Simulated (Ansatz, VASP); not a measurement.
## MnS in VASP and in Ansatz

```
Mn S
1.0
     3.09904    0.00000    0.00000
     0.00000    3.09904    0.00000
     0.00000    0.00000    3.09904
Mn S
1 1
Direct
  0.50000 0.50000 0.50000
  0.00000 0.00000 0.00000
```

Alike in both runs: task single point; functional LDA; k mesh 10 × 10 × 10; occupations gaussian, width 0.05 eV; collinear spin; Hubbard terms Mn d U = 2.0 eV.

|  | VASP | Ansatz |
| --- | --- | --- |
| version | VASP 6.6.1 | Ansatz 0.2.0 |
| potentials or method | VASP PAW LDA potentials, release 64 (Mn_pv, S), cutoff 520 eV | plane waves, PAW |
| valence electrons in the cell | 19 | 21 |

```tsv
	VASP	Ansatz	Ansatz less VASP
gap on the k mesh at the Fermi level (eV)	none	none	-
net moment per atom (μB)	2.19	2.24	+0.051
size of the moment on the site where the two differ most (μB)	0.04	0.08	+0.042
```

LDA's correlation is that of Perdew and Zunger in VASP and of Perdew and Wang (1992) in Ansatz. Site moments also hang on the region over which each program counts them. The programs project onto different local orbitals, so the same U acts differently, and such runs can settle in different states. A gap of «none» marks a metal or a gap that the smearing closes. VASP's potentials hold 19 valence electrons a cell and Ansatz's 21, so a difference there can come from the potentials and not from the codes. Ansatz's warnings: filled band counts differ across k points.
